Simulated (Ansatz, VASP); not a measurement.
KF in VASP and in Ansatz

```
K F
1.0
     0.00000    2.69884    2.69884
     2.69884    0.00000    2.69884
     2.69884    2.69884    0.00000
K F
1 1
Direct
  0.00000 0.00000 0.00000
  0.50000 0.50000 0.50000
```

Change from the starting cell: hydrostatic strain +1.5%.

Alike in both runs: task single point; functional r2SCAN; k mesh 8 × 8 × 8; no spin polarisation.

|  | VASP | Ansatz |
| --- | --- | --- |
| version | VASP 6.6.1 | Ansatz 0.2.0 |
| potentials or method | VASP PAW PBE potentials, release 64 (K_sv, F) | plane waves, PAW |
| plane-wave cutoff (eV) | 520 | 500 |
| occupations | gaussian, width 0.01 eV | fixed |
| valence electrons in the cell | 16 | 16 |

VASP gave:

| Property | Result |
| --- | --- |
| gap on the k mesh at the Fermi level (eV) | 6.67 |
| pressure (GPa) | -1.5 |

Task: Which values does Ansatz return?

Result: gap on the k mesh at the Fermi level (eV): 6.67; pressure (GPa): -1.4.

VASP's potentials were made for PBE, not for r2SCAN.
